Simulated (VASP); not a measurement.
# HCl (Fmmm) in VASP: notebook

The runs below take HCl through single point, with LDA.

Program: VASP 6.6.1. These are calculated values, not measurements. Logs are shortened: lines on timing, memory, paths and dates and some standing lists are left out, and cuts for length are marked.

### 1 The cell of the first run

Symmetry: Fmmm, No. 69, orthorhombic system. Conventional cell: a = 4.904 Å, b = 5.350 Å, c = 5.710 Å, α = 90.00°, β = 90.00°, γ = 90.00°. Within 3.2 Å of H (site symmetry mmm) lie 6 Cl at 2.45 to 2.85 Å. Cl (site symmetry mmm) has 6 H at 2.45 to 2.85 Å within 3.2 Å.

### 2 Single point, LDA (strain -0.0250 x Voigt [1, 0, 0, 0, 0, 0])

Contents of INCAR:

```
  ALGO = Normal
  EDIFF = 1E-6
  ENCUT = 520
  ISIF = 2
  ISMEAR = 0
  LASPH = True
  LCHARG = False
  LREAL = False
  LWAVE = False
  NBANDS = 11
  NELM = 60
  PREC = Accurate
  SIGMA = 0.15
```

Contents of KPOINTS:

```
k-points
0
Gamma
  16 16 16
```

Contents of POSCAR:

```
HCl
1.0
    0.0000000000      2.6750000000      2.8550000000
    2.4521250000      0.0000000000      2.8550000000
    2.4521250000      2.6750000000      0.0000000000
H Cl
1 1
Direct
    0.0000000000      0.0000000000      0.0000000000
    0.5000000000      0.5000000000      0.5000000000
```

Potentials or basis: VASP PAW LDA potentials, release 64 (H, Cl).

Command:

```sh
$ cat potpaw_LDA.64/H/POTCAR potpaw_LDA.64/Cl/POTCAR > POTCAR
$ mpirun -np 1 vasp_std > vasp.out
```

OUTCAR:

```text
EDIFF = 1E-6
   ENCUT = 520
   ISIF = 2
   ISMEAR = 0
   LASPH = True
   LREAL = False
   NELM = 60
   PREC = Accurate

 ion  position               nearest neighbor table
   1  0.000  0.000  0.000-
   2  0.500  0.500  0.500-

  LATTYP: Found a face centered orthorhombic cell.
 ALAT       =     4.9042500000
 B/A-ratio  =     1.0908905541
 C/A-ratio  =     1.1642962736

  Lattice vectors:

 A1 = (   0.0000000000,   2.6750000000,   2.8550000000)
 A2 = (   2.4521250000,   0.0000000000,   2.8550000000)
 A3 = (   2.4521250000,   2.6750000000,   0.0000000000)

Analysis of symmetry for initial positions (statically):
=====================================================================
 Subroutine PRICEL returns:
 Original cell was already a primitive cell.

 Routine SETGRP: Setting up the symmetry group for a
 face centered orthorhombic supercell.

 Subroutine GETGRP returns: Found  8 space group operations
 (whereof  8 operations were pure point group operations)
 out of a pool of  8 trial point group operations.

The static configuration has the point symmetry D_2h.

Analysis of symmetry for dynamics (positions and initial velocities):
=====================================================================
 Subroutine PRICEL returns:
 Original cell was already a primitive cell.

 Routine SETGRP: Setting up the symmetry group for a
 face centered orthorhombic supercell.

 Subroutine GETGRP returns: Found  8 space group operations
 (whereof  8 operations were pure point group operations)
 out of a pool of  8 trial point group operations.

The dynamic configuration has the point symmetry D_2h.

 Subroutine INISYM returns: Found  8 space group operations
 (whereof  8 operations are pure point group operations),
 and found     1 'primitive' translations

----------------------------------------------------------------------------------------

                                     Primitive cell

  volume of cell :      37.4544

  direct lattice vectors                    reciprocal lattice vectors
     0.000000000  2.675000000  2.855000000    -0.203904776  0.186915888  0.175131349
     2.452125000  0.000000000  2.855000000     0.203904776 -0.186915888  0.175131349
     2.452125000  2.675000000  0.000000000     0.203904776  0.186915888 -0.175131349

  length of vectors
     3.912371404  3.763501297  3.628848580     0.327392267  0.327392267  0.327392267

  position of ions in fractional coordinates (direct lattice)
     0.000000000  0.000000000  0.000000000
     0.500000000  0.500000000  0.500000000

  ion indices of the primitive-cell ions
   primitive index   ion index
                 1           1
                 2           2

----------------------------------------------------------------------------------------

 KPOINTS: k-points

Automatic generation of k-mesh.
 Grid dimensions read from file:
 generate k-points for:   16   16   16

 Generating k-lattice:

  Cartesian coordinates                     Fractional coordinates (reciprocal lattice)
    -0.012744049  0.011682243  0.010945709     0.062500000  0.000000000  0.000000000
     0.012744049 -0.011682243  0.010945709     0.000000000  0.062500000  0.000000000
     0.012744049  0.011682243 -0.010945709     0.000000000  0.000000000  0.062500000

  Length of vectors
     0.020462017  0.020462017  0.020462017

  Shift w.r.t. Gamma in fractional coordinates (k-lattice)
     0.000000000  0.000000000  0.000000000

 Subroutine IBZKPT returns following result:
 ===========================================

 Found    621 irreducible k-points:

 Following reciprocal coordinates:
            Coordinates               Weight
  0.000000  0.000000  0.000000      1.000000
  0.062500  0.000000  0.000000      8.000000
  0.125000  0.000000  0.000000      8.000000
  0.187500  0.000000  0.000000      8.000000
  0.250000  0.000000  0.000000      8.000000
  0.312500  0.000000  0.000000      8.000000
[... 16 lines left out ...]
 -0.125000  0.062500  0.000000      8.000000
 -0.062500  0.062500  0.000000      4.000000
 [... further k-points ...]
   k-points           NKPTS =    621   k-points in BZ     NKDIM =    621   number of bands    NBANDS=     11
   number of dos      NEDOS =    301   number of ions     NIONS =      2
   total plane-waves  NPLWV =  23520
   dimension x,y,z NGX =    30 NGY =   28 NGZ =   28
   dimension x,y,z NGXF=    60 NGYF=   56 NGZF=   56
   ions per type =               1   1
   NGX,Y,Z   is equivalent  to a cutoff of  12.75, 12.37, 12.83 a.u.
   NGXF,Y,Z  is equivalent  to a cutoff of  25.50, 24.74, 25.65 a.u.
 SYSTEM =  unknown system
   PREC   = accura    normal or accurate (medium, high low for compatibility)
   ISTART =      0    job   : 0-new  1-cont  2-samecut
   ICHARG =      2    charge: 1-file 2-atom 10-const
   ISPIN  =      1    spin polarized calculation?
   LNONCOLLINEAR =      F non collinear calculations
   LSORBIT =      F    spin-orbit coupling
   LASPH  =      T    aspherical Exc in radial PAW
   ENCUT  =  520.0 eV  38.22 Ry    6.18 a.u.   7.27  7.00  6.75*2*pi/ulx,y,z
   NELM   =     60;   NELMIN=  2; NELMDL= -5     # of ELM steps
   EDIFF  = 0.1E-05   stopping-criterion for ELM
   LREAL  =      F    real-space projection
   EDIFFG = 0.1E-04   stopping-criterion for IOM
   NSW    =      0    number of steps for IOM
   IBRION =     -1    ionic relax: 0-MD 1-quasi-New 2-CG
   NFREE  =      0    steps in history (QN), initial steepest desc. (CG)
   ISIF   =      2    stress and relaxation
   ISYM   =      2    0-nonsym 1-usesym 2-fastsym
   POTIM  = 0.5000    time-step for ionic-motion
   TEBEG  =    0.0;   TEEND  =   0.0 temperature during run
   PSTRESS=    0.0 pullay stress
   NELECT =       8.0000    total number of electrons
   NUPDOWN=      -1.0000    fix difference up-down
   EMIN   =  10.00;   EMAX   =-10.00  energy-range for DOS
   EFERMI =   0.00;   METHOD = LEGACY
   ISMEAR =     0;   SIGMA  =   0.15  broadening in eV -4-tet -1-fermi 0-gaus
   EFERMI_NEDOS =   21; number of points for ismear=-14 and -15
   IALGO  =     38    algorithm
   IMIX   =      4    mixing-type and parameters
     AMIX     =   0.40;   BMIX     =  1.00
     AMIX_MAG =   1.60;   BMIX_MAG =  1.00
  volume/ion in A,a.u.               =      18.73       126.38
  Fermi-wavevector in a.u.,A,eV,Ry     =   0.978597  1.849281 13.029654  0.957653
  Thomas-Fermi vector in A             =   2.109385
   LORBIT       =      0    0 simple, 1 ext, 2 COOP (PROOUT), +10 PAW based schemes
   GGA     = CA    functional components
   LHFCALC =     F    Hartree Fock is set to
   AEXX    =    0.0000 exact exchange contribution
   IVDW    =     0    specifies the selected vdW correction
   LEPSILON=     F    determine dielectric tensor
   LRPA    =     F    only Hartree local field effects (RPA)
 non-spin polarized calculation
 Gauss-broadening in eV      SIGMA  =   0.15
  energy-cutoff  :      520.00
  volume of cell :       37.45
 maximum number of plane-waves:      1026
 NGX is ok and might be reduce to    30
   NGX = 15   NGY = 13   NGZ = 13

 number of electron       7.9999998 magnetization

 Free energy of the ion-electron system (eV)
  ---------------------------------------------------
  ext. energy  EPLUGINS =         0.00000000
  ---------------------------------------------------
  free energy    TOTEN  =        -3.86952592 eV

  energy without entropy =       -3.86673373  energy(sigma->0) =       -3.86812982

 E-fermi :  -1.6731     XC(G=0):  -8.3867

 val. band max:       -1.6957060218   @ k =  -0.0625   0.5000   0.4375
 cond. band min:      -1.6596615620   @ k =   0.0000   0.4375   0.4375
 fundamental gap:      0.0360444598
 Fermi energy:        -1.6730546931

 k-point     1 :       0.0000    0.0000    0.0000
  band No.  band energies     occupation
      1     -15.0543      2.00000
      2      -2.0232      1.99904
      3      -1.7829      1.69947
      4      -1.7555      1.56305
      5      -1.7288      1.40075
      6       9.4070      0.00000
      7      10.2673      0.00000
      8      10.8093      0.00000
      9      11.4572      0.00000
     10      12.6919      0.00000
     11      13.8629      0.00000

 k-point     2 :       0.0625    0.0000    0.0000
  band No.  band energies     occupation
      1     -15.0361      2.00000
      2      -2.4806      2.00000
      3      -1.8738      1.94157
      4      -1.7547      1.55867
      5      -1.2220      0.00002
      6       9.3077      0.00000
      7      10.2523      0.00000
      8      10.7354      0.00000
      9      11.3781      0.00000
     10      12.4057      0.00000
     11      14.1468      0.00000

 k-point     3 :       0.1250    0.0000    0.0000
  band No.  band energies     occupation
      1     -14.9836      2.00000
      2      -3.0893      2.00000
      3      -1.8890      1.95821
      4      -1.8007      1.77138
      5      -0.6678      0.00000
      6       8.8986      0.00000
      7      10.1954      0.00000
      8      10.6103      0.00000
      9      11.4058      0.00000
     10      12.0978      0.00000
     11      13.5311      0.00000

 k-point     4 :       0.1875    0.0000    0.0000
  band No.  band energies     occupation
      1     -14.9028      2.00000
      2      -3.6789      2.00000
      3      -1.9109      1.97508
      4      -1.8646      1.92902
      5      -0.1640      0.00000
      6       8.2189      0.00000
      7      10.0757      0.00000
      8      10.5560      0.00000
      9      11.4525      0.00000
     10      12.2583      0.00000
     11      12.9906      0.00000

 k-point     5 :       0.2500    0.0000    0.0000
  band No.  band energies     occupation
      1     -14.8040      2.00000
      2      -4.2178      2.00000
      3      -1.9616      1.99349
      4      -1.9119      1.97569
      5       0.2745      0.00000
      6       7.5028      0.00000
      7       9.7169      0.00000
      8      10.7670      0.00000
      9      11.2642      0.00000
     10      12.8189      0.00000
     11      13.0344      0.00000
[... 211 lines left out ...]
 k-point    21 :      -0.2500    0.0625    0.0000
  band No.  band energies     occupation
      1     -14.7448      2.00000
      2      -4.5097      2.00000
      3      -2.0437      1.99953
      4      -1.8942      1.96293
      5       0.5648      0.00000
      6       7.3831      0.00000
      7       9.3696      0.00000
      8      10.8555      0.00000
      9      10.9880      0.00000
     10      12.7001      0.00000
     11      13.7538      0.00000

 k-point    22 :      -0.1875    0.0625    0.0000
  band No.  band energies     occupation
      1     -14.8458      2.00000
      2      -4.0429      2.00000
      3      -1.9499      1.99095
      4      -1.8706      1.93740
      5       0.1833      0.00000
      6       8.1003      0.00000
      7       9.6389      0.00000
      8      10.6868      0.00000
      9      11.3223      0.00000
     10      12.2107      0.00000
     11      13.0629      0.00000

 k-point    23 :      -0.1250    0.0625    0.0000
  band No.  band energies     occupation
      1     -14.9353      2.00000
      2      -3.5202      2.00000
      3      -1.8642      1.92844
      4      -1.8481      1.90106
      5      -0.2707      0.00000
      6       8.8406      0.00000
      7       9.8597      0.00000
      8      10.5641      0.00000
      9      11.4567      0.00000
     10      12.0951      0.00000
     11      12.9276      0.00000

 k-point    24 :      -0.0625    0.0625    0.0000
  band No.  band energies     occupation
      1     -15.0015      2.00000
      2      -2.9783      2.00000
      3      -1.8474      1.89982
      4      -1.7844      1.70604
      5      -0.7699      0.00000
      6       9.2841      0.00000
      7      10.2487      0.00000
      8      10.4372      0.00000
      9      11.3356      0.00000
     10      12.2062      0.00000
     11      13.5359      0.00000

 [... further k-points ...]
[... 5 lines left out ...]
  --------------------------------------------------------------------------------------
  -------------------------------------------------------------------------------------
  Total       -4.4314030     -2.4446294     -1.6127910      0.0000000      0.0000000      0.0000000
  in kB     -189.5611481   -104.5733738    -68.9900035      0.0000000      0.0000000      0.0000000
  external PRESSURE =    -121.0415084 kB  Pullay stress =       0.0000000 kB

 VOLUME and BASIS-vectors are now :
 -----------------------------------------------------------------------------
  energy-cutoff  :      520.00
  volume of cell :       37.45
      direct lattice vectors                 reciprocal lattice vectors
     0.000000000  2.675000000  2.855000000    -0.203904776  0.186915888  0.175131349
     2.452125000  0.000000000  2.855000000     0.203904776 -0.186915888  0.175131349
     2.452125000  2.675000000  0.000000000     0.203904776  0.186915888 -0.175131349

 POSITION                                       TOTAL-FORCE (eV/Angst)
 -----------------------------------------------------------------------------------
      0.00000      0.00000      0.00000         0.000000      0.000000      0.000000
      2.45213      2.67500      2.85500        -0.000000      0.000000      0.000000
 -----------------------------------------------------------------------------------
    total drift:                                0.000000     -0.000000      0.000000

  FREE ENERGIE OF THE ION-ELECTRON SYSTEM (eV)
  ---------------------------------------------------
  free  energy   TOTEN  =        -3.8695259167 eV

  energy  without entropy=       -3.8667337309  energy(sigma->0) =       -3.86812982
```

Wall time 6.2 min (1 thread of Intel Xeon 8259CL, shared host); peak memory 0.33 GiB.

What came out:

```yaml
Free_energy: -3.8695 eV
Pressure: -12.1 GPa
Band_gap_on_the_k_mesh: zero (bands 4 and 5 overlap by 0.27 eV)
```

Stress tensor (GPa, compression positive):
```
-18.96   0.00   0.00
  0.00 -10.46   0.00
  0.00   0.00  -6.90
```

Levels at points of the mesh, in eV from the Fermi level:
```csv
k point,band 1,band 2,band 3,band 4,band 5,band 6,band 7,band 8,band 9
"(0.00, 0.00, 0.00)",-13.38,-0.35,-0.11,-0.08,-0.06,11.08,11.94,12.48,13.13
"(0.50, 0.00, 0.00)",-12.85,-3.66,-0.48,-0.29,2.83,7.64,10.47,11.70,14.36
"(0.50, 0.50, 0.00)",-12.85,-2.23,-0.98,-0.54,-0.14,9.40,11.60,15.20,15.27
"(0.50, 0.00, 0.50)",-12.72,-2.27,-1.29,-0.54,-0.25,9.21,12.31,14.29,14.66
"(0.00, 0.50, 0.50)",-12.61,-2.26,-1.26,-0.93,-0.35,8.73,13.38,14.30,15.25
```

Caveat: the cell differs from its parent crystal (strain -0.0250 x Voigt [1, 0, 0, 0, 0, 0]); the cell stands under tension.

### 3 Single point, LDA (strain -0.1000 x Voigt [1, 0, 0, 0, 0, 0])

Contents of INCAR:

```
SYSTEM = HCl
  PREC = Accurate
  ENCUT = 520
  EDIFF = 1E-7
  ISMEAR = 0
  SIGMA = 0.15
  LREAL = .False.
  LASPH = .True.
  NELM = 100
  ALGO = Normal
  ISIF = 2
  LWAVE = .False.
  LCHARG = .False.
  GGA = CA
  NBANDS = 11
```

Contents of KPOINTS:

```
regular mesh
0
Gamma
  16 16 16
  0 0 0
```

Contents of POSCAR:

```
HCl
1.0
    0.0000000000      2.6750000000      2.8550000000
    2.2635000000      0.0000000000      2.8550000000
    2.2635000000      2.6750000000      0.0000000000
H Cl
1 1
Direct
    0.0000000000      0.0000000000      0.0000000000
    0.5000000000      0.5000000000      0.5000000000
```

Potentials or basis: VASP PAW LDA potentials, release 64 (H, Cl).

Command:

```sh
$ cat potpaw_LDA.64/H/POTCAR potpaw_LDA.64/Cl/POTCAR > POTCAR
$ mpirun -np 1 vasp_std > vasp.out
```

OUTCAR:

```text
SYSTEM = HCl
   PREC = Accurate
   ENCUT = 520
   EDIFF = 1E-7
   ISMEAR = 0
   LREAL = .False.
   LASPH = .True.
   NELM = 100
   ISIF = 2
   GGA = CA

 ion  position               nearest neighbor table
   1  0.000  0.000  0.000-
   2  0.500  0.500  0.500-

  LATTYP: Found a face centered orthorhombic cell.
 ALAT       =     4.5270000000
 B/A-ratio  =     1.1817981003
 C/A-ratio  =     1.2613209631

  Lattice vectors:

 A1 = (   0.0000000000,   2.6750000000,   2.8550000000)
 A2 = (   2.2635000000,   0.0000000000,   2.8550000000)
 A3 = (   2.2635000000,   2.6750000000,   0.0000000000)

Analysis of symmetry for initial positions (statically):
=====================================================================
 Subroutine PRICEL returns:
 Original cell was already a primitive cell.

 Routine SETGRP: Setting up the symmetry group for a
 face centered orthorhombic supercell.

 Subroutine GETGRP returns: Found  8 space group operations
 (whereof  8 operations were pure point group operations)
 out of a pool of  8 trial point group operations.

The static configuration has the point symmetry D_2h.

[... 164 lines left out ...]
 cond. band min:      -1.1000002022   @ k =   0.0000   0.0000   0.0000
 fundamental gap:      0.0145228258
 Fermi energy:        -1.1051419558

 k-point     1 :       0.0000    0.0000    0.0000
  band No.  band energies     occupation
      1     -14.8208      2.00000
      2      -1.6732      2.00000
      3      -1.1584      1.38462
      4      -1.1000      0.96134
      5      -1.0389      0.53216
      6       9.6514      0.00000
      7      10.8326      0.00000
      8      11.4204      0.00000
      9      12.6854      0.00000
     10      12.8306      0.00000
     11      14.4911      0.00000
[... 309 lines left out ...]
 k-point    24 :      -0.0625    0.0625    0.0000
  band No.  band energies     occupation
      1     -14.7518      2.00000
      2      -2.6599      2.00000
      3      -1.2547      1.84161
      4      -1.2185      1.71468
      5       0.0615      0.00000
      6       9.6126      0.00000
      7      10.8524      0.00000
      8      10.9261      0.00000
      9      12.3526      0.00000
     10      12.5412      0.00000
     11      15.0493      0.00000

 [... further k-points ...]
[... 5 lines left out ...]
  --------------------------------------------------------------------------------------
  -------------------------------------------------------------------------------------
  Total       -5.3210495     -1.5958676     -1.1029360     -0.0000000      0.0000000      0.0000000
  in kB     -246.5854755    -73.9549161    -51.1117194     -0.0000000      0.0000000      0.0000000
  external PRESSURE =    -123.8840370 kB  Pullay stress =       0.0000000 kB

 VOLUME and BASIS-vectors are now :
 -----------------------------------------------------------------------------
  energy-cutoff  :      520.00
  volume of cell :       34.57
      direct lattice vectors                 reciprocal lattice vectors
     0.000000000  2.675000000  2.855000000    -0.220896841  0.186915888  0.175131349
     2.263500000  0.000000000  2.855000000     0.220896841 -0.186915888  0.175131349
     2.263500000  2.675000000  0.000000000     0.220896841  0.186915888 -0.175131349

 POSITION                                       TOTAL-FORCE (eV/Angst)
 -----------------------------------------------------------------------------------
      0.00000      0.00000      0.00000         0.000000      0.000000     -0.000000
      2.26350      2.67500      2.85500        -0.000000     -0.000000      0.000000
 -----------------------------------------------------------------------------------
    total drift:                                0.000000     -0.000000      0.000000

  FREE ENERGIE OF THE ION-ELECTRON SYSTEM (eV)
  ---------------------------------------------------
  free  energy   TOTEN  =        -4.2605186520 eV

  energy  without entropy=       -4.2576624358  energy(sigma->0) =       -4.25909054
```

stdout:

```text
POSCAR found type information on POSCAR H Cl
 POSCAR found :  2 types and       2 ions
 scaLAPACK will be used
 LDA part: xc-table for (Slater(with rela. corr.)+CA(PZ))
 , standard interpolation
 POSCAR, INCAR and KPOINTS ok, starting setup
 FFT: planning ... GRIDC
 FFT: planning ... GRID_SOFT
 FFT: planning ... GRID
 WAVECAR not read
 entering main loop
```

Run time: 2.8 min. Hardware: 1 thread of AMD EPYC 7R13 (Zen 3), shared host; peak memory 0.28 GiB.

What came out:

```yaml
Free_energy: -4.2605 eV
Pressure: -12.4 GPa
Band_gap_on_the_k_mesh: zero (bands 4 and 5 overlap by 0.50 eV)
```

Stress tensor (GPa, compression positive):
```
-24.66   0.00   0.00
  0.00  -7.40   0.00
  0.00   0.00  -5.11
```

Caveat: the cell differs from its parent crystal (strain -0.1000 x Voigt [1, 0, 0, 0, 0, 0]); the cell stands under tension.

[end of part 1 of 2]
